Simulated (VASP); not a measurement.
# HgTe (F-43m) in VASP: notebook

The runs below take HgTe through single point, with LDA, PBEsol, PBE.

All numbers are computed with VASP 6.6.1; they aren't measurements. Logs are shortened: lines on timing, memory, paths and dates and some standing lists are left out, and cuts for length are marked.

## Step 1: The cell of the first run

The structure is cubic, space group F-43m (No. 216). The conventional cell has a = 6.439 Å, b = 6.439 Å, c = 6.439 Å, α = 90.00°, β = 90.00°, γ = 90.00°. Within 3.7 Å of Hg (site symmetry -43m) lie 4 Te at 2.79 Å. Within 3.7 Å of Te (site symmetry -43m) lie 4 Hg at 2.79 Å.

## Step 2: Single point, LDA

File INCAR:

```
SYSTEM = HgTe
PREC = Accurate
ENCUT = 520
EDIFF = 1E-7
ISMEAR = -1
SIGMA = 0.02
LREAL = .False.
LASPH = .True.
NELM = 80
ALGO = Normal
ISIF = 2
LWAVE = .False.
LCHARG = .False.
NBANDS = 16
```

File KPOINTS:

```
regular mesh
0
Gamma
  6 6 6
  0 0 0
```

File POSCAR:

```
HgTe
1.0
    0.0000000000      3.2196385918      3.2196385918
    3.2196385918      0.0000000000      3.2196385918
    3.2196385918      3.2196385918      0.0000000000
Hg Te
1 1
Direct
    0.0000000000      0.0000000000      0.0000000000
    0.2500000000      0.2500000000      0.2500000000
```

Potentials or basis: VASP PAW LDA potentials, release 64 (Hg, Te).

Started as:

```
$ cat potpaw_LDA.64/Hg/POTCAR potpaw_LDA.64/Te/POTCAR > POTCAR
$ mpirun -np 1 vasp_std > vasp.out
```

OUTCAR:

```text
SYSTEM = HgTe
   PREC = Accurate
   ENCUT = 520
   EDIFF = 1E-7
   ISMEAR = -1
   LREAL = .False.
   LASPH = .True.
   NELM = 80
   ISIF = 2

 ion  position               nearest neighbor table
   1  0.000  0.000  0.000-   2 2.79   2 2.79   2 2.79   2 2.79
   2  0.250  0.250  0.250-   1 2.79   1 2.79   1 2.79   1 2.79

  LATTYP: Found a face centered cubic cell.
 ALAT       =     6.4392771836

  Lattice vectors:

 A1 = (   0.0000000000,   3.2196385918,   3.2196385918)
 A2 = (   3.2196385918,   0.0000000000,   3.2196385918)
 A3 = (   3.2196385918,   3.2196385918,   0.0000000000)

Analysis of symmetry for initial positions (statically):
=====================================================================
 Subroutine PRICEL returns:
 Original cell was already a primitive cell.

 Routine SETGRP: Setting up the symmetry group for a
 face centered cubic supercell.

 Subroutine GETGRP returns: Found 24 space group operations
 (whereof 24 operations were pure point group operations)
 out of a pool of 48 trial point group operations.

The static configuration has the point symmetry T_d .

Analysis of symmetry for dynamics (positions and initial velocities):
=====================================================================
 Subroutine PRICEL returns:
 Original cell was already a primitive cell.

 Routine SETGRP: Setting up the symmetry group for a
 face centered cubic supercell.

 Subroutine GETGRP returns: Found 24 space group operations
 (whereof 24 operations were pure point group operations)
 out of a pool of 48 trial point group operations.

The dynamic configuration has the point symmetry T_d .

 Subroutine INISYM returns: Found 24 space group operations
 (whereof 24 operations are pure point group operations),
 and found     1 'primitive' translations

----------------------------------------------------------------------------------------

                                     Primitive cell

  volume of cell :      66.7500

  direct lattice vectors                    reciprocal lattice vectors
     0.000000000  3.219638592  3.219638592    -0.155296933  0.155296933  0.155296933
     3.219638592  0.000000000  3.219638592     0.155296933 -0.155296933  0.155296933
     3.219638592  3.219638592  0.000000000     0.155296933  0.155296933 -0.155296933

  length of vectors
     4.553256562  4.553256562  4.553256562     0.268982179  0.268982179  0.268982179

  position of ions in fractional coordinates (direct lattice)
[... 8 lines left out ...]
----------------------------------------------------------------------------------------

 KPOINTS: regular mesh

Automatic generation of k-mesh.
 Grid dimensions read from file:
 generate k-points for:    6    6    6

 Generating k-lattice:

  Cartesian coordinates                     Fractional coordinates (reciprocal lattice)
    -0.025882822  0.025882822  0.025882822     0.166666667  0.000000000  0.000000000
     0.025882822 -0.025882822  0.025882822     0.000000000  0.166666667  0.000000000
     0.025882822  0.025882822 -0.025882822     0.000000000  0.000000000  0.166666667

  Length of vectors
     0.044830363  0.044830363  0.044830363

  Shift w.r.t. Gamma in fractional coordinates (k-lattice)
     0.000000000  0.000000000  0.000000000

 Subroutine IBZKPT returns following result:
 ===========================================

 Found     16 irreducible k-points:

 Following reciprocal coordinates:
            Coordinates               Weight
  0.000000  0.000000  0.000000      1.000000
  0.166667  0.000000  0.000000      8.000000
  0.333333  0.000000  0.000000      8.000000
  0.500000  0.000000  0.000000      4.000000
  0.166667  0.166667  0.000000      6.000000
  0.333333  0.166667  0.000000     24.000000
[... 8 lines left out ...]
 -0.333333  0.333333  0.166667     24.000000
 -0.333333  0.500000  0.166667     12.000000
   k-points           NKPTS =     16   k-points in BZ     NKDIM =     16   number of bands    NBANDS=     16
   number of dos      NEDOS =    301   number of ions     NIONS =      2
   total plane-waves  NPLWV =  46656
   dimension x,y,z NGX =    36 NGY =   36 NGZ =   36
   dimension x,y,z NGXF=    72 NGYF=   72 NGZF=   72
   ions per type =               1   1
   NGX,Y,Z   is equivalent  to a cutoff of  13.14, 13.14, 13.14 a.u.
   NGXF,Y,Z  is equivalent  to a cutoff of  26.29, 26.29, 26.29 a.u.
 SYSTEM =  HgTe
   PREC   = accura    normal or accurate (medium, high low for compatibility)
   ISTART =      0    job   : 0-new  1-cont  2-samecut
   ICHARG =      2    charge: 1-file 2-atom 10-const
   ISPIN  =      1    spin polarized calculation?
   LNONCOLLINEAR =      F non collinear calculations
   LSORBIT =      F    spin-orbit coupling
   LASPH  =      T    aspherical Exc in radial PAW
   ENCUT  =  520.0 eV  38.22 Ry    6.18 a.u.   8.47  8.47  8.47*2*pi/ulx,y,z
   NELM   =     80;   NELMIN=  2; NELMDL= -5     # of ELM steps
   EDIFF  = 0.1E-06   stopping-criterion for ELM
   LREAL  =      F    real-space projection
   EDIFFG = 0.1E-05   stopping-criterion for IOM
   NSW    =      0    number of steps for IOM
   IBRION =     -1    ionic relax: 0-MD 1-quasi-New 2-CG
   NFREE  =      0    steps in history (QN), initial steepest desc. (CG)
   ISIF   =      2    stress and relaxation
   ISYM   =      2    0-nonsym 1-usesym 2-fastsym
   POTIM  = 0.5000    time-step for ionic-motion
   TEBEG  =    0.0;   TEEND  =   0.0 temperature during run
   PSTRESS=    0.0 pullay stress
   NELECT =      18.0000    total number of electrons
   NUPDOWN=      -1.0000    fix difference up-down
   EMIN   =  10.00;   EMAX   =-10.00  energy-range for DOS
   EFERMI =   0.00;   METHOD = LEGACY
   ISMEAR =    -1;   SIGMA  =   0.02  broadening in eV -4-tet -1-fermi 0-gaus
   EFERMI_NEDOS =   21; number of points for ismear=-14 and -15
   IALGO  =     38    algorithm
   IMIX   =      4    mixing-type and parameters
     AMIX     =   0.40;   BMIX     =  1.00
     AMIX_MAG =   1.60;   BMIX_MAG =  1.00
  volume/ion in A,a.u.               =      33.38       225.23
  Fermi-wavevector in a.u.,A,eV,Ry     =   1.057666  1.998699 15.220257  1.118657
  Thomas-Fermi vector in A             =   2.192947
   LORBIT       =      0    0 simple, 1 ext, 2 COOP (PROOUT), +10 PAW based schemes
   GGA     = CA    functional components
   LHFCALC =     F    Hartree Fock is set to
   AEXX    =    0.0000 exact exchange contribution
   IVDW    =     0    specifies the selected vdW correction
   LEPSILON=     F    determine dielectric tensor
   LRPA    =     F    only Hartree local field effects (RPA)
 non-spin polarized calculation
  energy-cutoff  :      520.00
  volume of cell :       66.75
 maximum number of plane-waves:      1820
 NGX is ok and might be reduce to    36
   NGX = 17   NGY = 17   NGZ = 17

 number of electron      18.0000000 magnetization

 Free energy of the ion-electron system (eV)
  ---------------------------------------------------
  ext. energy  EPLUGINS =         0.00000000
  ---------------------------------------------------
  free energy    TOTEN  =        -5.02442067 eV

  energy without entropy =       -5.02406704  energy(sigma->0) =       -5.02424385

 E-fermi :   3.0462     XC(G=0):  -9.1487

 val. band max:        3.0323097742   @ k =   0.0000   0.0000   0.0000
 cond. band min:       3.6284206985   @ k =   0.5000   0.0000   0.0000
 fundamental gap:      0.5961109243
 Fermi energy:         3.0461727498

 k-point     1 :       0.0000    0.0000    0.0000
  band No.  band energies     occupation
      1      -9.0913      2.00000
      2      -4.4156      2.00000
      3      -4.4156      2.00000
      4      -4.4156      2.00000
      5      -3.8695      2.00000
      6      -3.8695      2.00000
[... 8 lines left out ...]
     15      12.5585      0.00000
     16      12.5585      0.00000

 k-point     2 :       0.1667    0.0000    0.0000
  band No.  band energies     occupation
      1      -8.9545      2.00000
      2      -4.3784      2.00000
      3      -4.3784      2.00000
      4      -4.3621      2.00000
      5      -3.8727      2.00000
      6      -3.8727      2.00000
[... 8 lines left out ...]
     15      11.4975      0.00000
     16      11.4975      0.00000

 k-point     3 :       0.3333    0.0000    0.0000
  band No.  band energies     occupation
      1      -8.6601      2.00000
      2      -4.3141      2.00000
      3      -4.3141      2.00000
      4      -4.0722      2.00000
      5      -3.8637      2.00000
      6      -3.8637      2.00000
[... 8 lines left out ...]
     15      11.8176      0.00000
     16      11.8176      0.00000

 k-point     4 :       0.5000    0.0000    0.0000
  band No.  band energies     occupation
      1      -8.5017      2.00000
      2      -4.2893      2.00000
      3      -4.2893      2.00000
      4      -3.8487      2.00000
      5      -3.8487      2.00000
      6      -3.5613      2.00000
[... 8 lines left out ...]
     15      12.9966      0.00000
     16      12.9966      0.00000
[... 172 lines left out ...]
 k-point    14 :       0.5000    0.3333    0.1667
  band No.  band energies     occupation
      1      -8.4566      2.00000
      2      -4.2441      2.00000
      3      -4.2136      2.00000
      4      -4.0350      2.00000
      5      -3.8462      2.00000
      6      -3.7284      2.00000
[... 8 lines left out ...]
     15      13.1733      0.00000
     16      13.9692      0.00000

 k-point    15 :      -0.3333    0.3333    0.1667
  band No.  band energies     occupation
      1      -8.3493      2.00000
      2      -4.2190      2.00000
      3      -4.1798      2.00000
      4      -3.9237      2.00000
      5      -3.8825      2.00000
      6      -3.4010      2.00000
[... 8 lines left out ...]
     15      13.2433      0.00000
     16      13.9738      0.00000

 k-point    16 :      -0.3333    0.5000    0.1667
  band No.  band energies     occupation
      1      -8.2961      2.00000
      2      -4.2008      2.00000
      3      -4.1232      2.00000
      4      -3.9970      2.00000
      5      -3.8534      2.00000
      6      -3.2776      2.00000
[... 8 lines left out ...]
     15      13.8537      0.00000
     16      14.1273      0.00000

------------------------ aborting loop because EDIFF is reached ----------------------------------------

  FORCE on cell =-STRESS in cart. coord.  units (eV):
  Direction    XX          YY          ZZ          XY          YZ          ZX
  --------------------------------------------------------------------------------------
  -------------------------------------------------------------------------------------
  Total        0.0984002      0.0984002      0.0984002      0.0000000     -0.0000000     -0.0000000
  in kB        2.3618651      2.3618651      2.3618651      0.0000000     -0.0000000     -0.0000000
  external PRESSURE =       2.3618651 kB  Pullay stress =       0.0000000 kB

 VOLUME and BASIS-vectors are now :
 -----------------------------------------------------------------------------
  energy-cutoff  :      520.00
  volume of cell :       66.75
      direct lattice vectors                 reciprocal lattice vectors
     0.000000000  3.219638592  3.219638592    -0.155296933  0.155296933  0.155296933
     3.219638592  0.000000000  3.219638592     0.155296933 -0.155296933  0.155296933
     3.219638592  3.219638592  0.000000000     0.155296933  0.155296933 -0.155296933

 POSITION                                       TOTAL-FORCE (eV/Angst)
 -----------------------------------------------------------------------------------
      0.00000      0.00000      0.00000         0.000000      0.000000      0.000000
      1.60982      1.60982      1.60982        -0.000000     -0.000000     -0.000000
 -----------------------------------------------------------------------------------
    total drift:                               -0.000000     -0.000000     -0.000000

  FREE ENERGIE OF THE ION-ELECTRON SYSTEM (eV)
  ---------------------------------------------------
  free  energy   TOTEN  =        -5.0244206654 eV

  energy  without entropy=       -5.0240670395  energy(sigma->0) =       -5.02424385
```

Wall time 8 s (1 thread of Intel Xeon 6975P-C (Granite Rapids), shared host); peak memory 0.17 GiB.

Results:

```yaml
Free_energy: -5.0244 eV
Pressure: 0.2 GPa
Band_gap_on_the_k_mesh: zero (filled and empty bands touch)
```

Caveat: spin-orbit coupling is left out, which moves the levels of the heavy elements.

## Step 3: Single point, PBEsol

This run uses another cell than the first one, of 34.54 Å³/atom, 1.035 times its volume.

File INCAR:

```
ALGO     = Normal         # electronic algorithm
EDIFF    = 1E-6           # SCF threshold, eV
ENCUT    = 520            # plane-wave cutoff, eV
GGA      = PS             # functional
ISIF     = 2              # what is computed and relaxed
ISMEAR   = -1             # smearing method
LASPH    = True           # aspherical terms in the spheres
LCHARG   = False          # write CHGCAR
LREAL    = False          # projectors in reciprocal space
LWAVE    = False          # write WAVECAR
NBANDS   = 16             # bands
NELM     = 100            # most SCF steps
PREC     = Accurate       # precision mode
SIGMA    = 0.02           # smearing width, eV
```

File KPOINTS:

```
k-points
0
Gamma
  6 6 6
```

File POSCAR:

```
HgTe
1.0
    0.0000000000      3.2565425892      3.2565425892
    3.2565425892      0.0000000000      3.2565425892
    3.2565425892      3.2565425892      0.0000000000
Hg Te
1 1
Direct
    0.0000000000      0.0000000000      0.0000000000
    0.2500000000      0.2500000000      0.2500000000
```

Potentials or basis: VASP PAW PBE potentials, release 64 (Hg, Te).

Started as:

```
$ cat potpaw_PBE.64/Hg/POTCAR potpaw_PBE.64/Te/POTCAR > POTCAR
$ mpirun -np 1 vasp_std > vasp.out
```

Wall time 8.5 s (1 thread of Intel Xeon 6975P-C (Granite Rapids), shared host); peak memory 0.2 GiB.

Results (log left out):

```
Free energy            : -4.3645 eV
Pressure               : 0.1 GPa
Band gap on the k mesh : zero (filled and empty bands touch)
```

Levels at points of the mesh, in eV from the Fermi level:
| k point | band 5 | band 6 | band 7 | band 8 | band 9 | band 10 | band 11 | band 12 | band 13 | band 14 |
| --- | --- | --- | --- | --- | --- | --- | --- | --- | --- | --- |
| (0.00, 0.00, 0.00) | -6.73 | -6.73 | -0.87 | -0.01 | -0.01 | -0.01 | 4.20 | 4.20 | 4.20 | 6.30 |
| (0.50, 0.00, 0.00) | -6.71 | -6.44 | -5.40 | -0.97 | -0.97 | 0.62 | 4.98 | 4.98 | 6.71 | 7.70 |
| (0.50, 0.50, 0.00) | -6.67 | -6.30 | -5.36 | -2.21 | -2.21 | 1.83 | 2.42 | 8.00 | 8.71 | 8.71 |

Caveat: the PAW data sets were made with another functional, which shifts forces and pressure a little; spin-orbit coupling is left out, which moves the levels of the heavy elements.

## Step 4: Single point, PBE

This run uses another cell than the first one, of 36.79 Å³/atom, 1.102 times its volume.

File INCAR:

```
SYSTEM = HgTe
PREC = Accurate ; ENCUT = 520
EDIFF = 1E-6 ; ISMEAR = -1
SIGMA = 0.02 ; LREAL = .False.
LASPH = .True. ; NELM = 80
ALGO = Normal ; ISIF = 2
LWAVE = .False. ; LCHARG = .False.
GGA = PE ; NBANDS = 16
```

File KPOINTS:

```
regular mesh
0
Gamma
  6 6 6
  0 0 0
```

File POSCAR:

```
HgTe
1.0
    0.0000000000      3.3260106985      3.3260106985
    3.3260106985      0.0000000000      3.3260106985
    3.3260106985      3.3260106985      0.0000000000
Hg Te
1 1
Direct
    0.0000000000      0.0000000000      0.0000000000
    0.2500000000      0.2500000000      0.2500000000
```

Started as:

```
$ cat potpaw_PBE.64/Hg/POTCAR potpaw_PBE.64/Te/POTCAR > POTCAR
$ mpirun -np 1 vasp_std > vasp.out
```

It took 7.9 s on 1 thread of Intel Xeon 6975P-C (Granite Rapids), shared host; peak memory 0.21 GiB.

It converged, with:

```yaml
Free_energy: -3.6415 eV
Pressure: 0.1 GPa
Band_gap_on_the_k_mesh: zero (filled and empty bands touch)
```

Levels at points of the mesh, in eV from the Fermi level:
```
           k point  band 5  band 6  band 7  band 8  band 9  band 10  band 11  band 12  band 13  band 14
(0.00, 0.00, 0.00)   -6.48   -6.48   -0.94   -0.01   -0.01    -0.01     4.36     4.36     4.36     6.49
(0.50, 0.00, 0.00)   -6.46   -6.22   -4.96   -0.84   -0.84     0.68     5.09     5.09     6.79     7.74
(0.50, 0.50, 0.00)   -6.43   -6.11   -5.00   -1.94   -1.94     1.89     2.69     7.91     8.49     8.49
```

Caveat: spin-orbit coupling is left out, which moves the levels of the heavy elements.

(Continued in part 2 of 2.)
